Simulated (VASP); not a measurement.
# GaP (F-43m) in VASP: settings compared, part 2 of 2

VASP 6.6.1. Earlier steps stand in the parts before.

## Step 5: Single point, PBE

Input file INCAR:

```
PREC = Accurate
ENCUT = 500
EDIFF = 1E-6
ISMEAR = 0
SIGMA = 0.1
LREAL = False
LASPH = True
NELM = 120
ALGO = Normal
ISIF = 2
LWAVE = False
LCHARG = False
GGA = PE
NBANDS = 16
GGA_COMPAT = False
```

Input file KPOINTS:

```
regular mesh
0
Gamma
  4 4 4
```

Input file POSCAR:

```
GaP
1.0
    0.0000000000      2.7258124945      2.7258124945
    2.7258124945      0.0000000000      2.7258124945
    2.7258124945      2.7258124945      0.0000000000
Ga P
1 1
Direct
    0.1320000000      0.5350000000      0.2830000000
    0.3820000000      0.7850000000      0.5330000000
```

Potentials or basis: VASP PAW PBE potentials, release 64 (Ga_d, P).

Launch:

```bash
$ cat potpaw_PBE.64/Ga_d/POTCAR potpaw_PBE.64/P/POTCAR > POTCAR
$ mpirun -np 1 vasp_std > vasp.out
```

OUTCAR:

```text
PREC = Accurate
   ENCUT = 500
   EDIFF = 1E-6
   ISMEAR = 0
   LREAL = False
   LASPH = True
   NELM = 120
   ISIF = 2
   GGA = PE

 ion  position               nearest neighbor table
   1  0.132  0.535  0.283-   2 2.36   2 2.36   2 2.36   2 2.36
   2  0.382  0.785  0.533-   1 2.36   1 2.36   1 2.36   1 2.36

  LATTYP: Found a face centered cubic cell.
 ALAT       =     5.4516249890

  Lattice vectors:

 A1 = (   0.0000000000,   2.7258124945,   2.7258124945)
 A2 = (   2.7258124945,   0.0000000000,   2.7258124945)
 A3 = (   2.7258124945,   2.7258124945,   0.0000000000)

Analysis of symmetry for initial positions (statically):
=====================================================================
 Subroutine PRICEL returns:
 Original cell was already a primitive cell.

 Routine SETGRP: Setting up the symmetry group for a
 face centered cubic supercell.

 Subroutine GETGRP returns: Found 24 space group operations
 (whereof  1 operations were pure point group operations)
 out of a pool of 48 trial point group operations.

The static configuration has the point symmetry C_1 .
 The point group associated with its full space group is T_d .

Analysis of symmetry for dynamics (positions and initial velocities):
=====================================================================
 Subroutine PRICEL returns:
 Original cell was already a primitive cell.

 Routine SETGRP: Setting up the symmetry group for a
 face centered cubic supercell.

 Subroutine GETGRP returns: Found 24 space group operations
 (whereof  1 operations were pure point group operations)
 out of a pool of 48 trial point group operations.

The dynamic configuration has the point symmetry C_1 .
 The point group associated with its full space group is T_d .

 Subroutine INISYM returns: Found 24 space group operations
 (whereof  1 operations are pure point group operations),
 and found     1 'primitive' translations

----------------------------------------------------------------------------------------

                                     Primitive cell

  volume of cell :      40.5059

  direct lattice vectors                    reciprocal lattice vectors
     0.000000000  2.725812494  2.725812494    -0.183431546  0.183431546  0.183431546
     2.725812494  0.000000000  2.725812494     0.183431546 -0.183431546  0.183431546
     2.725812494  2.725812494  0.000000000     0.183431546  0.183431546 -0.183431546

  length of vectors
     3.854880998  3.854880998  3.854880998     0.317712757  0.317712757  0.317712757

  position of ions in fractional coordinates (direct lattice)
     0.132000000  0.535000000  0.283000000
     0.382000000  0.785000000  0.533000000

  ion indices of the primitive-cell ions
   primitive index   ion index
                 1           1
                 2           2

----------------------------------------------------------------------------------------

 KPOINTS: regular mesh

Automatic generation of k-mesh.
 Grid dimensions read from file:
 generate k-points for:    4    4    4

 Generating k-lattice:

  Cartesian coordinates                     Fractional coordinates (reciprocal lattice)
    -0.045857887  0.045857887  0.045857887     0.250000000  0.000000000  0.000000000
     0.045857887 -0.045857887  0.045857887     0.000000000  0.250000000  0.000000000
     0.045857887  0.045857887 -0.045857887     0.000000000  0.000000000  0.250000000

  Length of vectors
     0.079428189  0.079428189  0.079428189

  Shift w.r.t. Gamma in fractional coordinates (k-lattice)
     0.000000000  0.000000000  0.000000000

 Subroutine IBZKPT returns following result:
 ===========================================

 Found      8 irreducible k-points:

 Following reciprocal coordinates:
            Coordinates               Weight
  0.000000  0.000000  0.000000      1.000000
  0.250000  0.000000  0.000000      8.000000
  0.500000  0.000000  0.000000      4.000000
  0.250000  0.250000  0.000000      6.000000
  0.500000  0.250000  0.000000     24.000000
 -0.250000  0.250000  0.000000     12.000000
  0.500000  0.500000  0.000000      3.000000
 -0.250000  0.500000  0.250000      6.000000
   k-points           NKPTS =      8   k-points in BZ     NKDIM =      8   number of bands    NBANDS=     16
   number of dos      NEDOS =    301   number of ions     NIONS =      2
   total plane-waves  NPLWV =  21952
   dimension x,y,z NGX =    28 NGY =   28 NGZ =   28
   dimension x,y,z NGXF=    56 NGYF=   56 NGZF=   56
   ions per type =               1   1
   NGX,Y,Z   is equivalent  to a cutoff of  12.08, 12.08, 12.08 a.u.
   NGXF,Y,Z  is equivalent  to a cutoff of  24.15, 24.15, 24.15 a.u.
 SYSTEM =  unknown system
   PREC   = accura    normal or accurate (medium, high low for compatibility)
   ISTART =      0    job   : 0-new  1-cont  2-samecut
   ICHARG =      2    charge: 1-file 2-atom 10-const
   ISPIN  =      1    spin polarized calculation?
   LNONCOLLINEAR =      F non collinear calculations
   LSORBIT =      F    spin-orbit coupling
   LASPH  =      T    aspherical Exc in radial PAW
   ENCUT  =  500.0 eV  36.75 Ry    6.06 a.u.   7.03  7.03  7.03*2*pi/ulx,y,z
   NELM   =    120;   NELMIN=  2; NELMDL= -5     # of ELM steps
   EDIFF  = 0.1E-05   stopping-criterion for ELM
   LREAL  =      F    real-space projection
   EDIFFG = 0.1E-04   stopping-criterion for IOM
   NSW    =      0    number of steps for IOM
   IBRION =     -1    ionic relax: 0-MD 1-quasi-New 2-CG
   NFREE  =      0    steps in history (QN), initial steepest desc. (CG)
   ISIF   =      2    stress and relaxation
   ISYM   =      2    0-nonsym 1-usesym 2-fastsym
   POTIM  = 0.5000    time-step for ionic-motion
   TEBEG  =    0.0;   TEEND  =   0.0 temperature during run
   PSTRESS=    0.0 pullay stress
   NELECT =      18.0000    total number of electrons
   NUPDOWN=      -1.0000    fix difference up-down
   EMIN   =  10.00;   EMAX   =-10.00  energy-range for DOS
   EFERMI =   0.00;   METHOD = LEGACY
   ISMEAR =     0;   SIGMA  =   0.10  broadening in eV -4-tet -1-fermi 0-gaus
   EFERMI_NEDOS =   21; number of points for ismear=-14 and -15
   IALGO  =     38    algorithm
   IMIX   =      4    mixing-type and parameters
     AMIX     =   0.40;   BMIX     =  1.00
     AMIX_MAG =   1.60;   BMIX_MAG =  1.00
  volume/ion in A,a.u.               =      20.25       136.67
  Fermi-wavevector in a.u.,A,eV,Ry     =   1.249280  2.360796 21.234610  1.560700
  Thomas-Fermi vector in A             =   2.383328
   LORBIT       =      0    0 simple, 1 ext, 2 COOP (PROOUT), +10 PAW based schemes
   GGA     = PE    functional components
   LHFCALC =     F    Hartree Fock is set to
   AEXX    =    0.0000 exact exchange contribution
   IVDW    =     0    specifies the selected vdW correction
   LEPSILON=     F    determine dielectric tensor
   LRPA    =     F    only Hartree local field effects (RPA)
 non-spin polarized calculation
 Gauss-broadening in eV      SIGMA  =   0.10
  energy-cutoff  :      500.00
  volume of cell :       40.51
 maximum number of plane-waves:      1056
   NGX = 13   NGY = 13   NGZ = 13

 number of electron      18.0000003 magnetization

 Free energy of the ion-electron system (eV)
  ---------------------------------------------------
  ext. energy  EPLUGINS =         0.00000000
  ---------------------------------------------------
  free energy    TOTEN  =        -8.97641195 eV

  energy without entropy =       -8.97641195  energy(sigma->0) =       -8.97641195

 E-fermi :   5.1372     XC(G=0):  -9.8079

 val. band max:        4.6925155105   @ k =   0.0000   0.0000   0.0000
 cond. band min:       6.3223909920   @ k =   0.5000   0.5000   0.0000
 fundamental gap:      1.6298754815
 Fermi energy:         5.1371552914

 k-point     1 :       0.0000    0.0000    0.0000
  band No.  band energies     occupation
      1      -9.9045      2.00000
      2      -9.9045      2.00000
      3      -9.9045      2.00000
      4      -9.8064      2.00000
      5      -9.8064      2.00000
      6      -7.8030      2.00000
[... 8 lines left out ...]
     15      14.4547      0.00000
     16      14.4547      0.00000
[... 115 lines left out ...]
 k-point     8 :      -0.2500    0.5000    0.2500
  band No.  band energies     occupation
      1     -10.0004      2.00000
      2      -9.8665      2.00000
      3      -9.8453      2.00000
      4      -9.8214      2.00000
      5      -9.7976      2.00000
      6      -4.7360      2.00000
[... 8 lines left out ...]
     15      16.5738      0.00000
     16      18.4112      0.00000

------------------------ aborting loop because EDIFF is reached ----------------------------------------

  FORCE on cell =-STRESS in cart. coord.  units (eV):
  Direction    XX          YY          ZZ          XY          YZ          ZX
  --------------------------------------------------------------------------------------
  -------------------------------------------------------------------------------------
  Total        0.7040119      0.7040119      0.7040119      0.0000000      0.0000000      0.0000000
  in kB       27.8466305     27.8466305     27.8466305      0.0000000      0.0000000      0.0000000
  external PRESSURE =      27.8466305 kB  Pullay stress =       0.0000000 kB

 VOLUME and BASIS-vectors are now :
 -----------------------------------------------------------------------------
  energy-cutoff  :      500.00
  volume of cell :       40.51
      direct lattice vectors                 reciprocal lattice vectors
     0.000000000  2.725812494  2.725812494    -0.183431546  0.183431546  0.183431546
     2.725812494  0.000000000  2.725812494     0.183431546 -0.183431546  0.183431546
     2.725812494  2.725812494  0.000000000     0.183431546  0.183431546 -0.183431546

 POSITION                                       TOTAL-FORCE (eV/Angst)
 -----------------------------------------------------------------------------------
      2.22971      1.13121      1.81812         0.000000      0.000000      0.000000
      3.59262      2.49412      3.18102        -0.000000     -0.000000     -0.000000
 -----------------------------------------------------------------------------------
    total drift:                               -0.000001      0.000008     -0.000009

  FREE ENERGIE OF THE ION-ELECTRON SYSTEM (eV)
  ---------------------------------------------------
  free  energy   TOTEN  =        -8.9764119518 eV

  energy  without entropy=       -8.9764119518  energy(sigma->0) =       -8.97641195
```

stdout:

```text
POSCAR found type information on POSCAR GaP
 POSCAR found :  2 types and       2 ions
 scaLAPACK will be used
 LDA part: xc-table for (Slater+PW92), standard interpolation
 POSCAR, INCAR and KPOINTS ok, starting setup
 FFT: planning ... GRIDC
 FFT: planning ... GRID_SOFT
 FFT: planning ... GRID
 WAVECAR not read
 entering main loop
```

Wall time 3.8 s (1 thread of AMD EPYC 9R45 (Zen 5), shared host); peak memory 0.12 GiB.

What came out:

```
Free energy            : -8.9764 eV
Pressure               : 2.8 GPa
Band gap on the k mesh : 1.63 eV (least direct gap 1.81 eV)
```

Caveat: the k points lie up to 0.50 Å⁻¹ apart.
